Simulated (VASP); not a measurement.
# Ag (Fm-3m) in VASP: settings compared, part 2 of 2

VASP 6.6.1. Earlier steps stand in the parts before.

**6. Single point, PBEsol**

This run uses another cell than the first one, of 17.10 Å³/atom, 1.027 times its volume.

INCAR reads:

```
PREC     = Accurate       # precision mode
ENCUT    = 520            # plane-wave cutoff, eV
EDIFF    = 1E-6           # SCF threshold, eV
ISMEAR   = 1              # smearing method
SIGMA    = 0.1            # smearing width, eV
LREAL    = False          # projectors in reciprocal space
LASPH    = True           # aspherical terms in the spheres
NELM     = 100            # most SCF steps
ALGO     = Normal         # electronic algorithm
ISIF     = 2              # what is computed and relaxed
LWAVE    = False          # write WAVECAR
LCHARG   = False          # write CHGCAR
GGA      = PS             # functional
NBANDS   = 12             # bands
```

KPOINTS reads:

```
regular mesh
0
Gamma
  34 34 34
```

POSCAR reads:

```
Ag
1.0
    0.0000000000      2.0450000000      2.0450000000
    2.0450000000      0.0000000000      2.0450000000
    2.0450000000      2.0450000000      0.0000000000
Ag
1
Direct
    0.0000000000      0.0000000000      0.0000000000
```

Potentials or basis: VASP PAW PBE potentials, release 64 (Ag).

Launch:

```
> cat potpaw_PBE.64/Ag/POTCAR > POTCAR
> mpirun -np 1 vasp_std > vasp.out
```

OUTCAR:

```text
PREC = Accurate
   ENCUT = 520
   EDIFF = 1E-6
   ISMEAR = 1
   LREAL = False
   LASPH = True
   NELM = 100
   ISIF = 2
   GGA = PS

 ion  position               nearest neighbor table
   1  0.000  0.000  0.000-

  LATTYP: Found a face centered cubic cell.
 ALAT       =     4.0900000000

  Lattice vectors:

 A1 = (   0.0000000000,   2.0450000000,   2.0450000000)
 A2 = (   2.0450000000,   0.0000000000,   2.0450000000)
 A3 = (   2.0450000000,   2.0450000000,   0.0000000000)

Analysis of symmetry for initial positions (statically):
=====================================================================
 Subroutine PRICEL returns:
 Original cell was already a primitive cell.

 Routine SETGRP: Setting up the symmetry group for a
 face centered cubic supercell.

 Subroutine GETGRP returns: Found 48 space group operations
 (whereof 48 operations were pure point group operations)
 out of a pool of 48 trial point group operations.

The static configuration has the point symmetry O_h .

Analysis of symmetry for dynamics (positions and initial velocities):
=====================================================================
 Subroutine PRICEL returns:
 Original cell was already a primitive cell.

 Routine SETGRP: Setting up the symmetry group for a
 face centered cubic supercell.

 Subroutine GETGRP returns: Found 48 space group operations
 (whereof 48 operations were pure point group operations)
 out of a pool of 48 trial point group operations.

The dynamic configuration has the point symmetry O_h .

 Subroutine INISYM returns: Found 48 space group operations
 (whereof 48 operations are pure point group operations),
 and found     1 'primitive' translations

----------------------------------------------------------------------------------------

                                     Primitive cell

  volume of cell :      17.1045

  direct lattice vectors                    reciprocal lattice vectors
     0.000000000  2.045000000  2.045000000    -0.244498778  0.244498778  0.244498778
     2.045000000  0.000000000  2.045000000     0.244498778 -0.244498778  0.244498778
     2.045000000  2.045000000  0.000000000     0.244498778  0.244498778 -0.244498778

  length of vectors
     2.892066735  2.892066735  2.892066735     0.423484305  0.423484305  0.423484305

  position of ions in fractional coordinates (direct lattice)
     0.000000000  0.000000000  0.000000000

  ion indices of the primitive-cell ions
   primitive index   ion index
                 1           1

----------------------------------------------------------------------------------------

 KPOINTS: regular mesh

Automatic generation of k-mesh.
 Grid dimensions read from file:
 generate k-points for:   34   34   34

 Generating k-lattice:

  Cartesian coordinates                     Fractional coordinates (reciprocal lattice)
    -0.007191141  0.007191141  0.007191141     0.029411765  0.000000000  0.000000000
     0.007191141 -0.007191141  0.007191141     0.000000000  0.029411765  0.000000000
     0.007191141  0.007191141 -0.007191141     0.000000000  0.000000000  0.029411765

  Length of vectors
     0.012455421  0.012455421  0.012455421

  Shift w.r.t. Gamma in fractional coordinates (k-lattice)
     0.000000000  0.000000000  0.000000000

 Subroutine IBZKPT returns following result:
 ===========================================

 Found   1059 irreducible k-points:

 Following reciprocal coordinates:
            Coordinates               Weight
  0.000000  0.000000  0.000000      1.000000
  0.029412  0.000000  0.000000      8.000000
  0.058824  0.000000  0.000000      8.000000
  0.088235  0.000000  0.000000      8.000000
  0.117647  0.000000  0.000000      8.000000
  0.147059  0.000000  0.000000      8.000000
[... 16 lines left out ...]
  0.147059  0.029412  0.000000     24.000000
  0.176471  0.029412  0.000000     24.000000
 [... further k-points ...]
   k-points           NKPTS =   1059   k-points in BZ     NKDIM =   1059   number of bands    NBANDS=     12
   number of dos      NEDOS =    301   number of ions     NIONS =      1
   total plane-waves  NPLWV =  13824
   dimension x,y,z NGX =    24 NGY =   24 NGZ =   24
   dimension x,y,z NGXF=    48 NGYF=   48 NGZF=   48
   ions per type =               1
   NGX,Y,Z   is equivalent  to a cutoff of  13.80, 13.80, 13.80 a.u.
   NGXF,Y,Z  is equivalent  to a cutoff of  27.59, 27.59, 27.59 a.u.
 SYSTEM =  unknown system
   PREC   = accura    normal or accurate (medium, high low for compatibility)
   ISTART =      0    job   : 0-new  1-cont  2-samecut
   ICHARG =      2    charge: 1-file 2-atom 10-const
   ISPIN  =      1    spin polarized calculation?
   LNONCOLLINEAR =      F non collinear calculations
   LSORBIT =      F    spin-orbit coupling
   LASPH  =      T    aspherical Exc in radial PAW
   ENCUT  =  520.0 eV  38.22 Ry    6.18 a.u.   5.38  5.38  5.38*2*pi/ulx,y,z
   NELM   =    100;   NELMIN=  2; NELMDL= -5     # of ELM steps
   EDIFF  = 0.1E-05   stopping-criterion for ELM
   LREAL  =      F    real-space projection
   EDIFFG = 0.1E-04   stopping-criterion for IOM
   NSW    =      0    number of steps for IOM
   IBRION =     -1    ionic relax: 0-MD 1-quasi-New 2-CG
   NFREE  =      0    steps in history (QN), initial steepest desc. (CG)
   ISIF   =      2    stress and relaxation
   ISYM   =      2    0-nonsym 1-usesym 2-fastsym
   POTIM  = 0.5000    time-step for ionic-motion
   TEBEG  =    0.0;   TEEND  =   0.0 temperature during run
   PSTRESS=    0.0 pullay stress
   NELECT =      11.0000    total number of electrons
   NUPDOWN=      -1.0000    fix difference up-down
   EMIN   =  10.00;   EMAX   =-10.00  energy-range for DOS
   EFERMI =   0.00;   METHOD = LEGACY
   ISMEAR =     1;   SIGMA  =   0.10  broadening in eV -4-tet -1-fermi 0-gaus
   EFERMI_NEDOS =   21; number of points for ismear=-14 and -15
   IALGO  =     38    algorithm
   IMIX   =      4    mixing-type and parameters
     AMIX     =   0.40;   BMIX     =  1.00
     AMIX_MAG =   1.60;   BMIX_MAG =  1.00
  volume/ion in A,a.u.               =      17.10       115.43
  Fermi-wavevector in a.u.,A,eV,Ry     =   1.413088  2.670348 27.168338  1.996817
  Thomas-Fermi vector in A             =   2.534769
   LORBIT       =      0    0 simple, 1 ext, 2 COOP (PROOUT), +10 PAW based schemes
   GGA     = PS    functional components
   LHFCALC =     F    Hartree Fock is set to
   AEXX    =    0.0000 exact exchange contribution
   IVDW    =     0    specifies the selected vdW correction
   LEPSILON=     F    determine dielectric tensor
   LRPA    =     F    only Hartree local field effects (RPA)
 non-spin polarized calculation
 Methfessel and Paxton  Order N= 1 SIGMA  =   0.10
  energy-cutoff  :      520.00
  volume of cell :       17.10
 maximum number of plane-waves:       477
 NGX is ok and might be reduce to    24
   NGX = 11   NGY = 11   NGZ = 11

 number of electron      10.9999999 magnetization

 Free energy of the ion-electron system (eV)
  ---------------------------------------------------
  ext. energy  EPLUGINS =         0.00000000
  ---------------------------------------------------
  free energy    TOTEN  =        -3.30416776 eV

  energy without entropy =       -3.30395439  energy(sigma->0) =       -3.30409664

 E-fermi :   8.2269     XC(G=0): -12.3935

 val. band max:        8.2243900042   @ k =  -0.3235   0.2059   0.0000
 cond. band min:       8.2289004142   @ k =  -0.2941   0.2353   0.0294
 fundamental gap:      0.0045104100
 Fermi energy:         8.2269223922

 k-point     1 :       0.0000    0.0000    0.0000
  band No.  band energies     occupation
      1       0.3805      2.00000
      2       3.4273      2.00000
      3       3.4273      2.00000
      4       3.4273      2.00000
      5       4.4681      2.00000
      6       4.4681      2.00000
      7      24.1660      0.00000
      8      27.7197      0.00000
      9      27.7197      0.00000
     10      27.7197      0.00000
     11      32.5319      0.00000
     12      33.6348      0.00000
[... 331 lines left out ...]
 k-point    24 :       0.1765    0.0294    0.0000
  band No.  band energies     occupation
      1       1.1993      2.00000
      2       3.2977      2.00000
      3       3.6153      2.00000
      4       3.6179      2.00000
      5       4.3832      2.00000
      6       4.4986      2.00000
      7      22.4386      0.00000
      8      25.0189      0.00000
      9      27.3177      0.00000
     10      28.4508      0.00000
     11      30.7821      0.00000
     12      32.5672      0.00000

 [... further k-points ...]

------------------------ aborting loop because EDIFF is reached ----------------------------------------

  FORCE on cell =-STRESS in cart. coord.  units (eV):
  Direction    XX          YY          ZZ          XY          YZ          ZX
  --------------------------------------------------------------------------------------
  -------------------------------------------------------------------------------------
  Total       -0.3378767     -0.3378767     -0.3378767      0.0000000      0.0000000     -0.0000000
  in kB      -31.6489232    -31.6489232    -31.6489232      0.0000000      0.0000000     -0.0000000
  external PRESSURE =     -31.6489232 kB  Pullay stress =       0.0000000 kB

 VOLUME and BASIS-vectors are now :
 -----------------------------------------------------------------------------
  energy-cutoff  :      520.00
  volume of cell :       17.10
      direct lattice vectors                 reciprocal lattice vectors
     0.000000000  2.045000000  2.045000000    -0.244498778  0.244498778  0.244498778
     2.045000000  0.000000000  2.045000000     0.244498778 -0.244498778  0.244498778
     2.045000000  2.045000000  0.000000000     0.244498778  0.244498778 -0.244498778

 POSITION                                       TOTAL-FORCE (eV/Angst)
 -----------------------------------------------------------------------------------
      0.00000      0.00000      0.00000         0.000000      0.000000     -0.000000
 -----------------------------------------------------------------------------------
    total drift:                               -0.000000     -0.000000      0.000000

  FREE ENERGIE OF THE ION-ELECTRON SYSTEM (eV)
  ---------------------------------------------------
  free  energy   TOTEN  =        -3.3041677588 eV

  energy  without entropy=       -3.3039543940  energy(sigma->0) =       -3.30409664
```

Run time: 83 s. Hardware: 1 thread of AMD EPYC 9R45 (Zen 5), shared host; peak memory 0.29 GiB.

Results:

```
Free energy : -3.3042 eV
Pressure    : -3.2 GPa
```

Caveat: the PAW data sets were made with another functional, which shifts forces and pressure a little.

**7. The runs side by side**

| task | level | cell | k mesh | cutoff (eV) | gap on the mesh (eV) | pressure (GPa) |
| --- | --- | --- | --- | --- | --- | --- |
| single point | PBEsol | a = 2.866 Å, angles 60.0°, 1 atom | 23 × 23 × 23 | 520 | none | -0.2 |
| single point | r2SCAN | a = 2.903 Å, angles 60.0°, 1 atom | 23 × 23 × 23 | 520 | none | 0.1 |
| single point | PBEsol | a = 2.866 Å, angles 60.0°, 1 atom | 34 × 34 × 34 | 520 | none | -0.3 |
| relaxation of cell and atoms | PBEsol | relaxed from a = 2.892 Å, angles 60.0°, 1 atom | 23 × 23 × 23 | 600 | none | 0.0 |
| single point | PBEsol | a = 2.892 Å, angles 60.0°, 1 atom | 34 × 34 × 34 | 520 | none | -3.2 |

Alike in all rows: potentials or basis VASP PAW PBE potentials, release 64 (Ag); no spin polarisation; smearing methfessel-paxton 0.1 eV.

Caveats: the PAW data sets were made with another functional, which shifts forces and pressure a little.

Absolute energies hang on the potentials; compare differences alone.
